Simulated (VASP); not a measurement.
# MgB2 (P6/mmm) in VASP: single point with PBEsol

Aim: the single point of MgB2 with PBEsol.

Program: VASP 6.6.1. These are calculated values, not measurements. Logs are shortened: lines on timing, memory, paths and dates and some standing lists are left out, and cuts for length are marked.

## Step 1: The cell of the first run

Symmetry: P6/mmm, No. 191, hexagonal system. The conventional cell has a = 3.085 Å, b = 3.085 Å, c = 3.523 Å, α = 90.00°, β = 90.00°, γ = 120.00°. Within 3.3 Å of Mg (site symmetry 6/mmm) lie 12 B at 2.51 Å and 6 Mg at 3.08 Å. B (site symmetry -6m2) has 3 B at 1.78 Å within 2.4 Å.

## Step 2: Single point, PBEsol

INCAR

```
PREC     = Accurate       # precision mode
ENCUT    = 600            # plane-wave cutoff, eV
EDIFF    = 1E-6           # SCF threshold, eV
ISMEAR   = -1             # smearing method
SIGMA    = 0.1            # smearing width, eV
LREAL    = F              # projectors in reciprocal space
LASPH    = T              # aspherical terms in the spheres
NELM     = 120            # most SCF steps
ALGO     = Normal         # electronic algorithm
ISIF     = 2              # what is computed and relaxed
LWAVE    = F              # write WAVECAR
LCHARG   = F              # write CHGCAR
GGA      = PS             # functional
NBANDS   = 17             # bands
GGA_COMPAT= F
```

KPOINTS

```
regular mesh
0
Gamma
  6 6 3
```

POSCAR

```
MgB2
1.0
    3.0850000000      0.0000000000      0.0000000000
   -1.5425000000      2.6716883700      0.0000000000
    0.0000000000      0.0000000000      7.0460000000
Mg B
2 4
Direct
    0.0000000000      0.0000000000      0.0000000000
    0.0000000000      0.0000000000      0.5000000000
    0.3333333333      0.6666666667      0.2500000000
    0.6666666667      0.3333333333      0.2500000000
    0.3333333333      0.6666666667      0.7500000000
    0.6666666667      0.3333333333      0.7500000000
```

Potentials or basis: VASP PAW PBE potentials, release 64 (Mg, B).

Command:

```sh
$ cat potpaw_PBE.64/Mg/POTCAR potpaw_PBE.64/B/POTCAR > POTCAR
$ mpirun -np 1 vasp_std > vasp.out
```

OUTCAR:

```text
PREC = Accurate
   ENCUT = 600
   EDIFF = 1E-6
   ISMEAR = -1
   LREAL = F
   LASPH = T
   NELM = 120
   ISIF = 2
   GGA = PS

 ion  position               nearest neighbor table
   1  0.000  0.000  0.000-   3 2.51   5 2.51   4 2.51   6 2.51   5 2.51   6 2.51   3 2.51   4 2.51
                             4 2.51   6 2.51   3 2.51   5 2.51   2 3.52   2 3.52
   2  0.000  0.000  0.500-   3 2.51   5 2.51   4 2.51   6 2.51   5 2.51   6 2.51   3 2.51   4 2.51
                             4 2.51   6 2.51   3 2.51   5 2.51   1 3.52   1 3.52
   3  0.333  0.667  0.250-   4 1.78   4 1.78   4 1.78   2 2.51   1 2.51   1 2.51   2 2.51   2 2.51
                             1 2.51
   4  0.667  0.333  0.250-   3 1.78   3 1.78   3 1.78   1 2.51   2 2.51   1 2.51   2 2.51   1 2.51
                             2 2.51
   5  0.333  0.667  0.750-   6 1.78   6 1.78   6 1.78   2 2.51   1 2.51   1 2.51   2 2.51   2 2.51
                             1 2.51
   6  0.667  0.333  0.750-   5 1.78   5 1.78   5 1.78   1 2.51   2 2.51   1 2.51   2 2.51   1 2.51
                             2 2.51

  LATTYP: Found a hexagonal cell.
 ALAT       =     3.0850000000
 C/A-ratio  =     2.2839546191

  Lattice vectors:

 A1 = (   3.0850000000,   0.0000000000,   0.0000000000)
 A2 = (  -1.5425000000,   2.6716883700,   0.0000000000)
 A3 = (   0.0000000000,   0.0000000000,   7.0460000000)

Analysis of symmetry for initial positions (statically):
=====================================================================
 Subroutine PRICEL returns following result:

  LATTYP: Found a hexagonal cell.
 ALAT       =     3.0850000000
 C/A-ratio  =     1.1419773096

  Lattice vectors:

 A1 = (   3.0850000000,   0.0000000000,   0.0000000000)
 A2 = (  -1.5425000000,   2.6716883700,   0.0000000000)
 A3 = (   0.0000000000,   0.0000000000,   3.5230000000)

   2 primitive cells build up your supercell.

 Routine SETGRP: Setting up the symmetry group for a
 hexagonal supercell.

 Subroutine GETGRP returns: Found 24 space group operations
 (whereof 24 operations were pure point group operations)
 out of a pool of 24 trial point group operations.

The static configuration has the point symmetry D_6h.

Analysis of symmetry for dynamics (positions and initial velocities):
=====================================================================
 Subroutine PRICEL returns following result:

  LATTYP: Found a hexagonal cell.
 ALAT       =     3.0850000000
 C/A-ratio  =     1.1419773096

  Lattice vectors:

 A1 = (   3.0850000000,   0.0000000000,   0.0000000000)
 A2 = (  -1.5425000000,   2.6716883700,   0.0000000000)
 A3 = (   0.0000000000,   0.0000000000,   3.5230000000)

   2 primitive cells build up your supercell.

 Routine SETGRP: Setting up the symmetry group for a
 hexagonal supercell.

 Subroutine GETGRP returns: Found 24 space group operations
 (whereof 24 operations were pure point group operations)
 out of a pool of 24 trial point group operations.

The dynamic configuration has the point symmetry D_6h.

 Subroutine INISYM returns: Found 24 space group operations
 (whereof 24 operations are pure point group operations),
 and found     2 'primitive' translations

----------------------------------------------------------------------------------------

                                     Primitive cell

  volume of cell :      29.0371

  direct lattice vectors                    reciprocal lattice vectors
     3.085000000  0.000000000  0.000000000     0.324149109  0.187147575  0.000000000
    -1.542500000  2.671688370  0.000000000     0.000000000  0.374295150  0.000000000
     0.000000000  0.000000000  3.523000000     0.000000000  0.000000000  0.283848992

  length of vectors
     3.085000000  3.084999999  3.523000000     0.374295150  0.374295150  0.283848992

  position of ions in fractional coordinates (direct lattice)
     0.000000000  0.000000000  0.000000000
     0.333333333  0.666666667  0.500000000
     0.666666667  0.333333333  0.500000000

  ion indices of the primitive-cell ions
   primitive index   ion index
                 1           1
                 2           3
                 3           4

----------------------------------------------------------------------------------------

 KPOINTS: regular mesh

Automatic generation of k-mesh.
 Grid dimensions read from file:
 generate k-points for:    6    6    3

 Generating k-lattice:

  Cartesian coordinates                     Fractional coordinates (reciprocal lattice)
     0.054024851  0.031191263  0.000000000     0.166666667  0.000000000  0.000000000
     0.000000000  0.062382525  0.000000000     0.000000000  0.166666667  0.000000000
     0.000000000  0.000000000  0.047308165     0.000000000  0.000000000  0.333333333

  Length of vectors
     0.062382525  0.062382525  0.047308165

  Shift w.r.t. Gamma in fractional coordinates (k-lattice)
     0.000000000  0.000000000  0.000000000

 Subroutine IBZKPT returns following result:
 ===========================================

 Found     14 irreducible k-points:

 Following reciprocal coordinates:
            Coordinates               Weight
  0.000000  0.000000  0.000000      1.000000
  0.166667  0.000000  0.000000      6.000000
  0.333333  0.000000  0.000000      6.000000
  0.500000  0.000000  0.000000      3.000000
  0.166667  0.166667  0.000000      6.000000
  0.333333  0.166667  0.000000     12.000000
  0.333333  0.333333  0.000000      2.000000
  0.000000  0.000000  0.333333      2.000000
  0.166667  0.000000  0.333333     12.000000
  0.333333  0.000000  0.333333     12.000000
  0.500000  0.000000  0.333333      6.000000
  0.166667  0.166667  0.333333     12.000000
  0.333333  0.166667  0.333333     24.000000
  0.333333  0.333333  0.333333      4.000000
   k-points           NKPTS =     14   k-points in BZ     NKDIM =     14   number of bands    NBANDS=     17
   number of dos      NEDOS =    301   number of ions     NIONS =      6
   total plane-waves  NPLWV =  43904
   dimension x,y,z NGX =    28 NGY =   28 NGZ =   56
   dimension x,y,z NGXF=    56 NGYF=   56 NGZF=  112
   ions per type =               2   4
   NGX,Y,Z   is equivalent  to a cutoff of  15.09, 15.09, 13.21 a.u.
   NGXF,Y,Z  is equivalent  to a cutoff of  30.18, 30.18, 26.43 a.u.
 SYSTEM =  unknown system
   PREC   = accura    normal or accurate (medium, high low for compatibility)
   ISTART =      0    job   : 0-new  1-cont  2-samecut
   ICHARG =      2    charge: 1-file 2-atom 10-const
   ISPIN  =      1    spin polarized calculation?
   LNONCOLLINEAR =      F non collinear calculations
   LSORBIT =      F    spin-orbit coupling
   LASPH  =      T    aspherical Exc in radial PAW
   ENCUT  =  600.0 eV  44.10 Ry    6.64 a.u.   6.16  6.16 14.07*2*pi/ulx,y,z
   NELM   =    120;   NELMIN=  2; NELMDL= -5     # of ELM steps
   EDIFF  = 0.1E-05   stopping-criterion for ELM
   LREAL  =      F    real-space projection
   EDIFFG = 0.1E-04   stopping-criterion for IOM
   NSW    =      0    number of steps for IOM
   IBRION =     -1    ionic relax: 0-MD 1-quasi-New 2-CG
   NFREE  =      0    steps in history (QN), initial steepest desc. (CG)
   ISIF   =      2    stress and relaxation
   ISYM   =      2    0-nonsym 1-usesym 2-fastsym
   POTIM  = 0.5000    time-step for ionic-motion
   TEBEG  =    0.0;   TEEND  =   0.0 temperature during run
   PSTRESS=    0.0 pullay stress
   NELECT =      16.0000    total number of electrons
   NUPDOWN=      -1.0000    fix difference up-down
   EMIN   =  10.00;   EMAX   =-10.00  energy-range for DOS
   EFERMI =   0.00;   METHOD = LEGACY
   ISMEAR =    -1;   SIGMA  =   0.10  broadening in eV -4-tet -1-fermi 0-gaus
   EFERMI_NEDOS =   21; number of points for ismear=-14 and -15
   IALGO  =     38    algorithm
   IMIX   =      4    mixing-type and parameters
     AMIX     =   0.40;   BMIX     =  1.00
     AMIX_MAG =   1.60;   BMIX_MAG =  1.00
  volume/ion in A,a.u.               =       9.68        65.32
  Fermi-wavevector in a.u.,A,eV,Ry     =   1.065255  2.013040 15.439462  1.134768
  Thomas-Fermi vector in A             =   2.200801
   LORBIT       =      0    0 simple, 1 ext, 2 COOP (PROOUT), +10 PAW based schemes
   GGA     = PS    functional components
   LHFCALC =     F    Hartree Fock is set to
   AEXX    =    0.0000 exact exchange contribution
   IVDW    =     0    specifies the selected vdW correction
   LEPSILON=     F    determine dielectric tensor
   LRPA    =     F    only Hartree local field effects (RPA)
 non-spin polarized calculation
  energy-cutoff  :      600.00
  volume of cell :       58.07
 maximum number of plane-waves:      1961
 NGX is ok and might be reduce to    28
   NGX = 13   NGY = 13   NGZ = 29

 number of electron      16.0000000 magnetization

 Free energy of the ion-electron system (eV)
  ---------------------------------------------------
  ext. energy  EPLUGINS =         0.00000000
  ---------------------------------------------------
  free energy    TOTEN  =       -32.46940244 eV

  energy without entropy =      -32.42858383  energy(sigma->0) =      -32.44899314

 E-fermi :   5.2550     XC(G=0): -10.9912

 val. band max:        5.0352374812   @ k =   0.1667   0.0000   0.0000
 cond. band min:       5.2893828893   @ k =   0.3333   0.1667   0.0000
 fundamental gap:      0.2541454081
 Fermi energy:         5.2550126555

 k-point     1 :       0.0000    0.0000    0.0000
  band No.  band energies     occupation
      1      -7.1863      2.00000
      2      -5.8965      2.00000
      3      -2.2457      2.00000
      4       2.2710      2.00000
      5       5.6057      0.05824
      6       5.6057      0.05824
[... 9 lines left out ...]
     16      15.1170      0.00000
     17      15.1578      0.00000

 k-point     2 :       0.1667    0.0000    0.0000
  band No.  band energies     occupation
      1      -6.7051      2.00000
      2      -5.4593      2.00000
      3      -1.6977      2.00000
      4       2.7395      2.00000
      5       3.5571      2.00000
      6       4.1086      1.99998
[... 9 lines left out ...]
     16      14.2253      0.00000
     17      15.4784      0.00000
[... 221 lines left out ...]
 k-point    14 :       0.3333    0.3333    0.3333
  band No.  band energies     occupation
      1      -1.8405      2.00000
      2      -1.8405      2.00000
      3      -1.3983      2.00000
      4      -1.3983      2.00000
      5      -0.5019      2.00000
      6      -0.1647      2.00000
[... 9 lines left out ...]
     16      15.9367      0.00000
     17      15.9719      0.00000

------------------------ aborting loop because EDIFF is reached ----------------------------------------

  FORCE on cell =-STRESS in cart. coord.  units (eV):
  Direction    XX          YY          ZZ          XY          YZ          ZX
  --------------------------------------------------------------------------------------
  -------------------------------------------------------------------------------------
  Total       -0.9025560     -0.9025560     -1.5034740      0.0000000      0.0000000     -0.0000000
  in kB      -24.9001015    -24.9001015    -41.4784852      0.0000000      0.0000000     -0.0000000
  external PRESSURE =     -30.4262294 kB  Pullay stress =       0.0000000 kB

 VOLUME and BASIS-vectors are now :
 -----------------------------------------------------------------------------
  energy-cutoff  :      600.00
  volume of cell :       58.07
      direct lattice vectors                 reciprocal lattice vectors
     3.085000000  0.000000000  0.000000000     0.324149109  0.187147575  0.000000000
    -1.542500000  2.671688370  0.000000000     0.000000000  0.374295150  0.000000000
     0.000000000  0.000000000  7.046000000     0.000000000  0.000000000  0.141924496

 POSITION                                       TOTAL-FORCE (eV/Angst)
 -----------------------------------------------------------------------------------
      0.00000      0.00000      0.00000        -0.000000      0.000000      0.000000
      0.00000      0.00000      3.52300        -0.000000      0.000000      0.000000
     -0.00000      1.78113      1.76150        -0.000000      0.000000      0.000000
      1.54250      0.89056      1.76150         0.000000     -0.000000      0.000000
     -0.00000      1.78113      5.28450        -0.000000      0.000000     -0.000000
      1.54250      0.89056      5.28450         0.000000     -0.000000      0.000000
 -----------------------------------------------------------------------------------
    total drift:                                0.000000     -0.000000     -0.000000

  FREE ENERGIE OF THE ION-ELECTRON SYSTEM (eV)
  ---------------------------------------------------
  free  energy   TOTEN  =       -32.4694024450 eV

  energy  without entropy=      -32.4285838302  energy(sigma->0) =      -32.44899314
```

Run time: 78 s. Hardware: 1 thread of Intel Xeon 8259CL, shared host; peak memory 0.19 GiB.

Results:

| Property | Result |
| --- | --- |
| Free energy | -32.4694 eV |
| Pressure | -3.0 GPa |
| Band gap on the k mesh | zero (bands 8 and 9 overlap by 1.32 eV) |

Stress tensor (GPa, compression positive):
```
-2.49  0.00  0.00
 0.00 -2.49  0.00
 0.00  0.00 -4.15
```

Levels at points of the mesh, in eV from the Fermi level:
```csv
k point,band 6,band 7,band 8,band 9,band 10,band 11
"(0.00, 0.00, 0.00)",0.35,0.73,0.73,1.57,6.25,6.25
"(0.50, 0.00, 0.00)",-2.19,-1.90,-1.38,0.17,3.03,3.79
```

Caveat: the k points lie up to 0.39 Å⁻¹ apart, too coarse for converged energies and pressures of a metal; the PAW data sets were made with another functional, which shifts forces and pressure a little.

The gap in the log of VASP goes by the Fermi energy; the results here count the filled bands.